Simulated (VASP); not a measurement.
# Ta (P6_3/mmc) in VASP: further runs, part 3 of 3

VASP 6.6.1. Earlier steps stand in the parts before.

### Step 6. Single point, LDA (volume scaled by 1.06)

Input file INCAR:

```
SYSTEM = Ta
  PREC = Accurate
  ENCUT = 520
  EDIFF = 1E-7
  ISMEAR = -1
  SIGMA = 0.05
  LREAL = .FALSE.
  LASPH = .TRUE.
  NELM = 100
  ALGO = Normal
  ISIF = 2
  LWAVE = .FALSE.
  LCHARG = .FALSE.
  GGA = CA
  NBANDS = 18
```

Input file KPOINTS:

```
Automatic mesh
0
G
  11 11 5
  0 0 0
```

Input file POSCAR:

```
Ta
1.0
    2.9572565550      0.0000000000      0.0000000000
   -1.4786282775      2.5610593022      0.0000000000
    0.0000000000      0.0000000000      5.2675992145
Ta
2
Direct
    0.3333333333      0.6666666667      0.2500000000
    0.6666666667      0.3333333333      0.7500000000
```

Potentials or basis: VASP PAW LDA potentials, release 64 (Ta_pv).

Started as:

```console
> cat potpaw_LDA.64/Ta_pv/POTCAR > POTCAR
> mpirun -np 1 vasp_std > vasp.out
```

OUTCAR:

```text
SYSTEM = Ta
   PREC = Accurate
   ENCUT = 520
   EDIFF = 1E-7
   ISMEAR = -1
   LREAL = .FALSE.
   LASPH = .TRUE.
   NELM = 100
   ISIF = 2
   GGA = CA

 ion  position               nearest neighbor table
   1  0.333  0.667  0.250-   2 3.14   2 3.14   2 3.14   2 3.14   2 3.14   2 3.14
   2  0.667  0.333  0.750-   1 3.14   1 3.14   1 3.14   1 3.14   1 3.14   1 3.14

  LATTYP: Found a hexagonal cell.
 ALAT       =     2.9572565550
 C/A-ratio  =     1.7812452577

  Lattice vectors:

 A1 = (   2.9572565550,   0.0000000000,   0.0000000000)
 A2 = (  -1.4786282775,   2.5610593022,   0.0000000000)
 A3 = (   0.0000000000,   0.0000000000,   5.2675992145)

Analysis of symmetry for initial positions (statically):
=====================================================================
 Subroutine PRICEL returns:
 Original cell was already a primitive cell.

 Routine SETGRP: Setting up the symmetry group for a
 hexagonal supercell.

 Subroutine GETGRP returns: Found 24 space group operations
 (whereof 12 operations were pure point group operations)
 out of a pool of 24 trial point group operations.

The static configuration has the point symmetry D_3d.
 The point group associated with its full space group is D_6h.

Analysis of symmetry for dynamics (positions and initial velocities):
=====================================================================
 Subroutine PRICEL returns:
 Original cell was already a primitive cell.

 Routine SETGRP: Setting up the symmetry group for a
 hexagonal supercell.

 Subroutine GETGRP returns: Found 24 space group operations
 (whereof 12 operations were pure point group operations)
 out of a pool of 24 trial point group operations.

The dynamic configuration has the point symmetry D_3d.
 The point group associated with its full space group is D_6h.

 Subroutine INISYM returns: Found 24 space group operations
 (whereof 12 operations are pure point group operations),
 and found     1 'primitive' translations

----------------------------------------------------------------------------------------

                                     Primitive cell

  volume of cell :      39.8953

  direct lattice vectors                    reciprocal lattice vectors
     2.957256555  0.000000000  0.000000000     0.338151250  0.195231715  0.000000000
    -1.478628277  2.561059302  0.000000000     0.000000000  0.390463430  0.000000000
     0.000000000  0.000000000  5.267599214     0.000000000  0.000000000  0.189839804

  length of vectors
     2.957256555  2.957256555  5.267599214     0.390463430  0.390463430  0.189839804

  position of ions in fractional coordinates (direct lattice)
     0.333333333  0.666666667  0.250000000
     0.666666667  0.333333333  0.750000000

  ion indices of the primitive-cell ions
   primitive index   ion index
                 1           1
                 2           2

----------------------------------------------------------------------------------------

 KPOINTS: Automatic mesh

Automatic generation of k-mesh.
 Grid dimensions read from file:
 generate k-points for:   11   11    5

 Generating k-lattice:

  Cartesian coordinates                     Fractional coordinates (reciprocal lattice)
     0.030741023  0.017748338  0.000000000     0.090909091  0.000000000  0.000000000
     0.000000000  0.035496675  0.000000000     0.000000000  0.090909091  0.000000000
     0.000000000  0.000000000  0.037967961     0.000000000  0.000000000  0.200000000

  Length of vectors
     0.035496675  0.035496675  0.037967961

  Shift w.r.t. Gamma in fractional coordinates (k-lattice)
     0.000000000  0.000000000  0.000000000

 Subroutine IBZKPT returns following result:
 ===========================================

 Found     48 irreducible k-points:

 Following reciprocal coordinates:
            Coordinates               Weight
  0.000000  0.000000  0.000000      1.000000
  0.090909 -0.000000  0.000000      6.000000
  0.181818 -0.000000  0.000000      6.000000
  0.272727  0.000000  0.000000      6.000000
  0.363636 -0.000000  0.000000      6.000000
  0.454545 -0.000000  0.000000      6.000000
[... 16 lines left out ...]
  0.090909  0.090909  0.200000     12.000000
  0.181818  0.090909  0.200000     24.000000
 [... further k-points ...]
   k-points           NKPTS =     48   k-points in BZ     NKDIM =     48   number of bands    NBANDS=     18
   number of dos      NEDOS =    301   number of ions     NIONS =      2
   total plane-waves  NPLWV =  23040
   dimension x,y,z NGX =    24 NGY =   24 NGZ =   40
   dimension x,y,z NGXF=    48 NGYF=   48 NGZF=   80
   ions per type =               2
   NGX,Y,Z   is equivalent  to a cutoff of  13.49, 13.49, 12.62 a.u.
   NGXF,Y,Z  is equivalent  to a cutoff of  26.98, 26.98, 25.25 a.u.
 SYSTEM =  Ta
   PREC   = accura    normal or accurate (medium, high low for compatibility)
   ISTART =      0    job   : 0-new  1-cont  2-samecut
   ICHARG =      2    charge: 1-file 2-atom 10-const
   ISPIN  =      1    spin polarized calculation?
   LNONCOLLINEAR =      F non collinear calculations
   LSORBIT =      F    spin-orbit coupling
   LASPH  =      T    aspherical Exc in radial PAW
   ENCUT  =  520.0 eV  38.22 Ry    6.18 a.u.   5.50  5.50  9.79*2*pi/ulx,y,z
   NELM   =    100;   NELMIN=  2; NELMDL= -5     # of ELM steps
   EDIFF  = 0.1E-06   stopping-criterion for ELM
   LREAL  =      F    real-space projection
   EDIFFG = 0.1E-05   stopping-criterion for IOM
   NSW    =      0    number of steps for IOM
   IBRION =     -1    ionic relax: 0-MD 1-quasi-New 2-CG
   NFREE  =      0    steps in history (QN), initial steepest desc. (CG)
   ISIF   =      2    stress and relaxation
   ISYM   =      2    0-nonsym 1-usesym 2-fastsym
   POTIM  = 0.5000    time-step for ionic-motion
   TEBEG  =    0.0;   TEEND  =   0.0 temperature during run
   PSTRESS=    0.0 pullay stress
   NELECT =      22.0000    total number of electrons
   NUPDOWN=      -1.0000    fix difference up-down
   EMIN   =  10.00;   EMAX   =-10.00  energy-range for DOS
   EFERMI =   0.00;   METHOD = LEGACY
   ISMEAR =    -1;   SIGMA  =   0.05  broadening in eV -4-tet -1-fermi 0-gaus
   EFERMI_NEDOS =   21; number of points for ismear=-14 and -15
   IALGO  =     38    algorithm
   IMIX   =      4    mixing-type and parameters
     AMIX     =   0.40;   BMIX     =  1.00
     AMIX_MAG =   1.60;   BMIX_MAG =  1.00
  volume/ion in A,a.u.               =      19.95       134.61
  Fermi-wavevector in a.u.,A,eV,Ry     =   1.342482  2.536924 24.521223  1.802259
  Thomas-Fermi vector in A             =   2.470633
   LORBIT       =      0    0 simple, 1 ext, 2 COOP (PROOUT), +10 PAW based schemes
   GGA     = CA    functional components
   LHFCALC =     F    Hartree Fock is set to
   AEXX    =    0.0000 exact exchange contribution
   IVDW    =     0    specifies the selected vdW correction
   LEPSILON=     F    determine dielectric tensor
   LRPA    =     F    only Hartree local field effects (RPA)
 non-spin polarized calculation
  energy-cutoff  :      520.00
  volume of cell :       39.90
 maximum number of plane-waves:      1099
 NGX is ok and might be reduce to    24
   NGX = 11   NGY = 11   NGZ = 19

 number of electron      22.0000000 magnetization

 Free energy of the ion-electron system (eV)
  ---------------------------------------------------
  ext. energy  EPLUGINS =         0.00000000
  ---------------------------------------------------
  free energy    TOTEN  =       -24.76609200 eV

  energy without entropy =      -24.74552367  energy(sigma->0) =      -24.75580783

 E-fermi :   4.9995     XC(G=0): -12.2724

 val. band max:        4.9892376329   @ k =   0.1818  -0.0000   0.0000
 cond. band min:       5.0097335257   @ k =   0.3636  -0.0000   0.0000
 fundamental gap:      0.0204958928
 Fermi energy:         4.9994690448

 k-point     1 :       0.0000    0.0000    0.0000
  band No.  band energies     occupation
      1     -29.4482      2.00000
      2     -28.7766      2.00000
      3     -28.6655      2.00000
      4     -28.6655      2.00000
      5     -28.5966      2.00000
      6     -28.5966      2.00000
[... 10 lines left out ...]
     17       9.6799      0.00000
     18       9.6799      0.00000
[... 463 lines left out ...]
 k-point    24 :       0.1818    0.0909    0.2000
  band No.  band energies     occupation
      1     -29.2829      2.00000
      2     -29.0461      2.00000
      3     -29.0173      2.00000
      4     -28.8312      2.00000
      5     -28.7672      2.00000
      6     -28.7069      2.00000
[... 10 lines left out ...]
     17       9.5905      0.00000
     18      11.1095      0.00000

 [... further k-points ...]

------------------------ aborting loop because EDIFF is reached ----------------------------------------

  FORCE on cell =-STRESS in cart. coord.  units (eV):
  Direction    XX          YY          ZZ          XY          YZ          ZX
  --------------------------------------------------------------------------------------
  -------------------------------------------------------------------------------------
  Total       -5.3020484     -5.3020484     -4.3119536      0.0000000      0.0000000     -0.0000000
  in kB     -212.9280640   -212.9280640   -173.1662694      0.0000000      0.0000000     -0.0000000
  external PRESSURE =    -199.6741324 kB  Pullay stress =       0.0000000 kB

 VOLUME and BASIS-vectors are now :
 -----------------------------------------------------------------------------
  energy-cutoff  :      520.00
  volume of cell :       39.90
      direct lattice vectors                 reciprocal lattice vectors
     2.957256555  0.000000000  0.000000000     0.338151250  0.195231715  0.000000000
    -1.478628277  2.561059302  0.000000000     0.000000000  0.390463430  0.000000000
     0.000000000  0.000000000  5.267599214     0.000000000  0.000000000  0.189839804

 POSITION                                       TOTAL-FORCE (eV/Angst)
 -----------------------------------------------------------------------------------
     -0.00000      1.70737      1.31690        -0.000000      0.000000      0.000000
      1.47863      0.85369      3.95070         0.000000      0.000000      0.000000
 -----------------------------------------------------------------------------------
    total drift:                               -0.000000      0.000000     -0.000000

  FREE ENERGIE OF THE ION-ELECTRON SYSTEM (eV)
  ---------------------------------------------------
  free  energy   TOTEN  =       -24.7660919963 eV

  energy  without entropy=      -24.7455236731  energy(sigma->0) =      -24.75580783
```

Wall time 28 s (1 thread of Intel Xeon Platinum 8375C at 2.90GHz (Ice Lake), shared host); peak memory 0.15 GiB.

What came out:

| Quantity | Value |
| --- | --- |
| Free energy | -24.7661 eV |
| Pressure | -20.0 GPa |
| Band gap on the k mesh | zero (band 11 reaches 5.84 eV, above the bottom of band 12 at 4.48 eV) |

Caveat: spin-orbit coupling is left out, which moves the levels of the heavy elements.

### Step 7. The runs side by side

| level | potentials or basis | cell | gap on the mesh (eV) | pressure (GPa) |
| --- | --- | --- | --- | --- |
| LDA | VASP PAW LDA potentials, release 64 (Ta_pv) | a = 2.861, b = 2.861, c = 5.096 Å, angles 90.0, 90.0, 120.0°, 2 atoms | none | -3.9 |
| PBEsol | VASP PAW PBE potentials, release 64 (Ta_pv) | a = 2.861, b = 2.861, c = 5.096 Å, angles 90.0, 90.0, 120.0°, 2 atoms | none | 0.5 |
| LDA | VASP PAW LDA potentials, release 64 (Ta_pv) | a = 2.881, b = 2.881, c = 5.132 Å, angles 90.0, 90.0, 120.0°, 2 atoms | none | -7.8 |
| LDA | VASP PAW LDA potentials, release 64 (Ta_pv) | a = 2.920, b = 2.920, c = 5.200 Å, angles 90.0, 90.0, 120.0°, 2 atoms | none | -14.5 |
| LDA | VASP PAW LDA potentials, release 64 (Ta_pv) | a = 2.957, b = 2.957, c = 5.268 Å, angles 90.0, 90.0, 120.0°, 2 atoms | none | -20.0 |

Alike in all rows: task single point; no spin polarisation; k mesh 11 × 11 × 5; cutoff (eV) 520; smearing fermi-dirac 0.05 eV.

Caveats: spin-orbit coupling is left out, which moves the levels of the heavy elements; the PAW data sets were made with another functional, which shifts forces and pressure a little (some runs).

Total energies depend on the potentials used, so only differences within one code and one set of settings carry meaning.
